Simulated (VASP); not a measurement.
# Au (P6_3/mmc) in VASP: a series of runs, part 2 of 2

VASP 6.6.1.

### Step 3. Electric field gradients, LDA (zz strain of +2 %)

File INCAR:

```
ALGO     = Normal         # electronic algorithm
EDIFF    = 1E-8           # SCF threshold, eV
ENCUT    = 400            # plane-wave cutoff, eV
GGA      = CA             # functional
GGA_COMPAT= False        
ISIF     = 2              # what is computed and relaxed
ISMEAR   = -1             # smearing method
LASPH    = True           # aspherical terms in the spheres
LCHARG   = False          # write CHGCAR
LEFG     = True         
LREAL    = False          # projectors in reciprocal space
LWAVE    = False          # write WAVECAR
NBANDS   = 26             # bands
NELM     = 120            # most SCF steps
PREC     = Accurate       # precision mode
SIGMA    = 0.03           # smearing width, eV
```

File KPOINTS:

```
k-points
0
Gamma
  14 14 8
```

File POSCAR:

```
Au
1.0
    2.8999984104      0.0000000000      0.0000000000
   -1.4499992052      2.5114722944      0.0000000000
    0.0000000000      0.0000000000      4.9776000000
Au
2
Direct
    0.3333333333      0.6666666667      0.7500000000
    0.6666666667      0.3333333333      0.2500000000
```

Potentials or basis: VASP PAW LDA potentials, release 64 (Au_sv_GW).

Started as:

```console
> cat potpaw_LDA.64/Au_sv_GW/POTCAR > POTCAR
> mpirun -np 1 vasp_std > vasp.out
```

OUTCAR:

```text
EDIFF = 1E-8
   ENCUT = 400
   GGA = CA
   ISIF = 2
   ISMEAR = -1
   LASPH = True
   LREAL = False
   NELM = 120
   PREC = Accurate

 ion  position               nearest neighbor table
   1  0.333  0.667  0.750-   2 3.00   2 3.00   2 3.00   2 3.00   2 3.00   2 3.00
   2  0.667  0.333  0.250-   1 3.00   1 3.00   1 3.00   1 3.00   1 3.00   1 3.00

  LATTYP: Found a hexagonal cell.
 ALAT       =     2.8999984104
 C/A-ratio  =     1.7164147339

  Lattice vectors:

 A1 = (   2.8999984104,   0.0000000000,   0.0000000000)
 A2 = (  -1.4499992052,   2.5114722944,   0.0000000000)
 A3 = (   0.0000000000,   0.0000000000,   4.9776000000)

Analysis of symmetry for initial positions (statically):
=====================================================================
 Subroutine PRICEL returns:
 Original cell was already a primitive cell.

 Routine SETGRP: Setting up the symmetry group for a
[... 887 lines left out ...]
  energy-cutoff  :      400.00
  volume of cell :       36.25
      direct lattice vectors                 reciprocal lattice vectors
     2.899998410  0.000000000  0.000000000     0.344827775  0.199086409  0.000000000
    -1.449999205  2.511472294  0.000000000     0.000000000  0.398172818  0.000000000
     0.000000000  0.000000000  4.977600000     0.000000000  0.000000000  0.200900032

 POSITION                                       TOTAL-FORCE (eV/Angst)
 -----------------------------------------------------------------------------------
     -0.00000      1.67431      3.73320         0.000000      0.000000      0.000000
      1.45000      0.83716      1.24440        -0.000000     -0.000000      0.000000
 -----------------------------------------------------------------------------------
    total drift:                               -0.000000      0.000000     -0.000000

  FREE ENERGIE OF THE ION-ELECTRON SYSTEM (eV)
  ---------------------------------------------------
  free  energy   TOTEN  =        -7.3768184363 eV

  energy  without entropy=       -7.3739228631  energy(sigma->0) =       -7.37537065

 Electric field gradients (V/A^2)
---------------------------------------------------------------------
 ion       V_xx      V_yy      V_zz      V_xy      V_xz      V_yz
---------------------------------------------------------------------
   1      -7.348    -7.345    14.693     0.002     0.000    -0.000
   2      -7.348    -7.345    14.693     0.002    -0.000     0.000
---------------------------------------------------------------------

 Electric field gradients after diagonalization (V/A^2)
 (convention: |V_zz| > |V_xx| > |V_yy|)
----------------------------------------------------------------------
 ion       V_xx      V_yy      V_zz     asymmetry (V_yy - V_xx)/ V_zz
----------------------------------------------------------------------
   1      -7.349    -7.344    14.693       0.000
   2      -7.349    -7.344    14.693       0.000
----------------------------------------------------------------------

           NMR quadrupolar parameters

 Cq : quadrupolar parameter    Cq=e*Q*V_zz/h
 eta: asymmetry parameters     (V_yy - V_xx)/ V_zz
 Q  : nuclear electric quadrupole moment in mb (millibarn)
----------------------------------------------------------------------
 ion       Cq(MHz)       eta       Q (mb)
----------------------------------------------------------------------
   1       0.036       0.000       1.000
   2       0.036       0.000       1.000
----------------------------------------------------------------------
```

OSZICAR:

```text
N       E                     dE             d eps       ncg     rms          rms(c)
DAV:   1     0.693594157369E+03    0.69359E+03   -0.21910E+04  9094   0.205E+03
DAV:   2     0.831990922146E+02   -0.61040E+03   -0.58322E+03  6872   0.844E+02
DAV:   3    -0.527891866550E+01   -0.88478E+02   -0.85500E+02  9610   0.382E+02
DAV:   4    -0.983986457392E+01   -0.45609E+01   -0.45454E+01  9876   0.946E+01
DAV:   5    -0.993349531357E+01   -0.93631E-01   -0.93617E-01 10176   0.144E+01    0.145E+01
DAV:   6    -0.747539814415E+01    0.24581E+01   -0.54846E+00  9462   0.380E+01    0.115E+01
DAV:   7    -0.739635153864E+01    0.79047E-01   -0.25690E-01 10028   0.528E+00    0.683E+00
DAV:   8    -0.737708938823E+01    0.19262E-01   -0.42652E-02  7888   0.537E+00    0.937E-01
DAV:   9    -0.737682728471E+01    0.26210E-03   -0.30137E-03 10010   0.134E+00    0.213E-01
DAV:  10    -0.737682316790E+01    0.41168E-05   -0.46789E-05 10126   0.155E-01    0.915E-02
DAV:  11    -0.737681846372E+01    0.47042E-05   -0.23167E-05  8992   0.120E-01    0.746E-03
DAV:  12    -0.737681847563E+01   -0.11913E-07   -0.53848E-07  9064   0.119E-02    0.678E-03
DAV:  13    -0.737681842984E+01    0.45786E-07   -0.77862E-08  8982   0.612E-03    0.171E-04
DAV:  14    -0.737681843630E+01   -0.64529E-08   -0.13138E-09  4248   0.898E-04
   1 F= -.73768184E+01 E0= -.73753706E+01  d E =-.289557E-02
```

stdout:

```text
POSCAR found type information on POSCAR Au
 POSCAR found :  1 types and       2 ions
 scaLAPACK will be used
 LDA part: xc-table for (Slater(with rela. corr.)+CA(PZ))
 , standard interpolation
 POSCAR, INCAR and KPOINTS ok, starting setup
 FFT: planning ... GRIDC
 FFT: planning ... GRID_SOFT
 FFT: planning ... GRID
 WAVECAR not read
 entering main loop
ion   1

ion   2
```

It took 98 s on 1 thread of Intel Xeon Platinum 8175M at 2.50GHz (Skylake/Cascade Lake), shared host; peak memory 0.17 GiB.

What came out:

| Property | Result |
| --- | --- |
| Free energy | -7.3768 eV |
| Pressure | -16.1 GPa |
| Band gap on the k mesh | zero (bands 19 and 20 overlap by 6.28 eV) |
| Largest electric field gradient by atom | Au +14.7 V/Å² |

Stress tensor (GPa, compression positive):
```
-16.17   0.00   0.00
  0.00 -16.17   0.00
  0.00   0.00 -16.02
```

Electric field gradients, principal values (V/Å²):
| atom | least | middle | greatest (by size) |
| --- | --- | --- | --- |
| 1 Au | -7.344 | -7.349 | 14.693 |
| 2 Au | -7.344 | -7.349 | 14.693 |

Caveat: the cell differs from its parent crystal (zz strain of +2 %); the cell stands under tension; without QUAD_EFG the Cq values of the log hold for a quadrupole moment of 1 mb, not for the nuclei; spin-orbit coupling is left out, which moves the levels of the heavy elements.

### Step 4. Electric field gradients, LDA (18.84 Å³/atom)

This run uses another cell than the first one, of 18.84 Å³/atom.

File INCAR:

```
ALGO = Normal ; EDIFF = 1E-8
ENCUT = 400 ; GGA = CA
GGA_COMPAT = False ; ISIF = 2
ISMEAR = -1 ; LASPH = True
LCHARG = False ; LEFG = True
LREAL = False ; LWAVE = False
NBANDS = 26 ; NELM = 120
PREC = Accurate ; SIGMA = 0.03
```

KPOINTS is that of step 3.

File POSCAR:

```
Au
1.0
    2.9568755643      0.0000000000      0.0000000000
   -1.4784377821      2.5607293545      0.0000000000
    0.0000000000      0.0000000000      4.9757105734
Au
2
Direct
    0.3333333333      0.6666666667      0.7500000000
    0.6666666667      0.3333333333      0.2500000000
```

Potentials or basis: VASP PAW LDA potentials, release 64 (Au_sv_GW).

Started as:

```console
> cat potpaw_LDA.64/Au_sv_GW/POTCAR > POTCAR
> mpirun -np 1 vasp_std > vasp.out
```

OUTCAR:

```text
EDIFF = 1E-8
   ENCUT = 400
   GGA = CA
   ISIF = 2
   ISMEAR = -1
   LASPH = True
   LREAL = False
   NELM = 120
   PREC = Accurate

 ion  position               nearest neighbor table
   1  0.333  0.667  0.750-   2 3.02   2 3.02   2 3.02   2 3.02   2 3.02   2 3.02
   2  0.667  0.333  0.250-   1 3.02   1 3.02   1 3.02   1 3.02   1 3.02   1 3.02

  LATTYP: Found a hexagonal cell.
 ALAT       =     2.9568755643
 C/A-ratio  =     1.6827595430

  Lattice vectors:

 A1 = (   2.9568755643,   0.0000000000,   0.0000000000)
[... 911 lines left out ...]
  ---------------------------------------------------
  free  energy   TOTEN  =        -7.2486607496 eV

  energy  without entropy=       -7.2450052987  energy(sigma->0) =       -7.24683302

 Electric field gradients (V/A^2)
---------------------------------------------------------------------
 ion       V_xx      V_yy      V_zz      V_xy      V_xz      V_yz
---------------------------------------------------------------------
   1      -5.765    -5.766    11.532    -0.001     0.000    -0.000
   2      -5.765    -5.766    11.532    -0.001    -0.000     0.000
---------------------------------------------------------------------

 Electric field gradients after diagonalization (V/A^2)
 (convention: |V_zz| > |V_xx| > |V_yy|)
----------------------------------------------------------------------
 ion       V_xx      V_yy      V_zz     asymmetry (V_yy - V_xx)/ V_zz
----------------------------------------------------------------------
   1      -5.767    -5.765    11.532       0.000
   2      -5.767    -5.765    11.532       0.000
----------------------------------------------------------------------

           NMR quadrupolar parameters

 Cq : quadrupolar parameter    Cq=e*Q*V_zz/h
 eta: asymmetry parameters     (V_yy - V_xx)/ V_zz
 Q  : nuclear electric quadrupole moment in mb (millibarn)
----------------------------------------------------------------------
 ion       Cq(MHz)       eta       Q (mb)
----------------------------------------------------------------------
   1       0.028       0.000       1.000
   2       0.028       0.000       1.000
----------------------------------------------------------------------
```

It took 68 s on 1 thread of Intel Xeon 6975P-C (Granite Rapids), shared host; peak memory 0.17 GiB.

Results:

```yaml
Free_energy: -7.2487 eV
Pressure: -20.0 GPa
Band_gap_on_the_k_mesh: zero (bands 19 and 20 overlap by 6.00 eV)
Largest_electric_field_gradient_by_atom: Au +11.5 V/Å²
```

Electric field gradients, principal values (V/Å²):
```tsv
atom	least	middle	greatest (by size)
1 Au	-5.765	-5.767	11.532
2 Au	-5.765	-5.767	11.532
```

Caveat: the cell stands under tension; without QUAD_EFG the Cq values of the log hold for a quadrupole moment of 1 mb, not for the nuclei; spin-orbit coupling is left out, which moves the levels of the heavy elements.

### Step 5. Summary

```tsv
cell	gap on the mesh (eV)	pressure (GPa)
a = 2.861, b = 2.861, c = 4.814 Å, angles 90.0, 90.0, 120.0°, 2 atoms	none	-8.4
a = 2.900, b = 2.900, c = 4.978 Å, angles 90.0, 90.0, 120.0°, 2 atoms	none	-16.1
a = 2.957, b = 2.957, c = 4.976 Å, angles 90.0, 90.0, 120.0°, 2 atoms	none	-20.0
```

Alike in all rows: task electric field gradients; level LDA; potentials or basis VASP PAW LDA potentials, release 64 (Au_sv_GW); no spin polarisation; k mesh 14 × 14 × 8; cutoff (eV) 400; smearing fermi-dirac 0.03 eV.

Caveats: the cell stands under tension; spin-orbit coupling is left out, which moves the levels of the heavy elements.

Absolute energies hang on the potentials; compare differences alone.
